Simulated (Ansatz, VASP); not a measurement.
## BiH: VASP beside Ansatz

```xyz
4
Lattice="3.6757 0.0000 0.0000 -1.8379 3.1833 0.0000 0.0000 0.0000 5.7829" Properties=species:S:1:pos:R:3 pbc="T T T"
Bi    0.0000    2.1222    4.3372
Bi    1.8379    1.0611    1.4457
H     0.0000    0.0000    0.0000
H     0.0000    0.0000    2.8915
```

Alike in both runs: functional PBE; k mesh 15 × 15 × 8; occupations gaussian, width 0.1 eV; no spin polarisation.

Ansatz relaxed the structure, and its values are those at the end. VASP's run is a single point on that final structure, the one shown.

```csv
,VASP,Ansatz
version,VASP 6.6.1,Ansatz 0.2.0
potentials or method,"VASP PAW PBE potentials, release 64 (Bi_d, H), cutoff 520 eV","scalar-relativistic, plane waves, PAW"
valence electrons in the cell,32,32
```

Ansatz gave:

* gap on the k mesh at the Fermi level (eV): none
* pressure (GPa): 0.0

Estimate VASP's values.

gap on the k mesh at the Fermi level (eV): none; pressure (GPa): -0.1.

A gap of «none» marks a metal or a gap that the smearing closes. The functional is the same, so the differences come from potentials, cutoffs and numerics.

Spin-orbit coupling is off throughout.
